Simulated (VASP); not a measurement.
# La3Si2O: relaxation of cell and atoms with PBE

The system is La3Si2O.

```
La Si O
1.0
     3.40463    1.96566    3.44663
    -3.40463    1.96566    3.44663
     0.00000   -3.93133    3.44663
La Si O
3 2 1
Direct
  0.50000 0.00000 0.00000
  0.00000 0.50000 0.00000
  0.00000 0.00000 0.50000
  0.39071 0.39071 0.39071
  0.60929 0.60929 0.60929
  0.00000 0.00000 0.00000
```

The cell was generated, and may not be a known phase.

```json
{
 "Program": "VASP 6.6.1",
 "Task": "relaxation of cell and atoms",
 "Functional": "PBE",
 "Potentials or basis": "VASP PAW PBE potentials, release 64 (La, Si, O)",
 "Cutoff": "600 eV",
 "k mesh": "6 × 6 × 6",
 "Occupations": "gaussian, width 0.1 eV",
 "Spin": "no spin polarisation",
 "Dipole correction": "no",
 "Further INCAR settings": "ALGO = Normal; EDIFF = 1e-06; IBRION = 2; EDIFFG = -0.01; NSW = 100; ISIF = 3"
}
```

```json
{"Relaxed volume": "23.09 Å³/atom", "Relaxed cell": "a = 5.230 Å, b = 5.230 Å, c = 5.230 Å, α = 81.30°, β = 81.30°, γ = 81.30°", "Space group after relaxing (to 0.1 Å)": "R-3m (No. 166)", "Energy gained by relaxing": "0.0 meV/atom", "Ionic steps": "2", "Pressure after relaxing": "0.0 GPa", "Largest force after relaxing": "0.007 eV/Å", "Band gap on the k mesh": "zero (an odd number of electrons rules out a gap without spin polarisation)"}
```

Forces in eV/Å, atoms in the order of the input:
```
La   0.000  0.000  0.000
La   0.000  0.000  0.000
La   0.000  0.000  0.000
Si   0.000  0.000 -0.007
Si   0.000  0.000  0.007
O    0.000  0.000  0.000
```

Final structure:
```xyz
6
Lattice="3.4070 1.9670 3.4460 -3.4070 1.9670 3.4460 0.0000 -3.9340 3.4460" Properties=species:S:1:pos:R:3 pbc="T T T"
La    1.7035   -2.9505    5.1691
La   -1.7035   -2.9505    5.1691
La    0.0000   -1.9670    1.7230
Si    0.0000    0.0000    4.0388
Si    0.0000    0.0000    6.2993
O     0.0000   -3.9340    3.4460
```

Levels at points of the mesh, in eV from the Fermi level:
```
           k point  band 21  band 22  band 23  band 24  band 25  band 26
(0.00, 0.00, 0.00)    -2.58    -1.08    -1.08    -0.96    -0.80    -0.80
(0.50, 0.00, 0.00)    -1.98    -1.21    -0.89     0.27     0.77     1.10
(0.50, 0.50, 0.00)    -1.87    -0.42    -0.37     0.51     0.87     1.07
(0.50, 0.50, 0.50)    -1.82    -0.48    -0.48     0.50     0.50     1.17
```

Wall time 8.3 min on 1 thread of Intel(R) Xeon(R) Platinum 8259CL CPU @ 2.50GHz (Skylake/Cascade Lake) (shared host), peak memory 0.37 GiB.

Caveat: spin-orbit coupling is left out, which moves the levels of the heavy elements; an odd number of electrons without spin polarisation forces a metal; a magnetic or distorted state may lie lower.
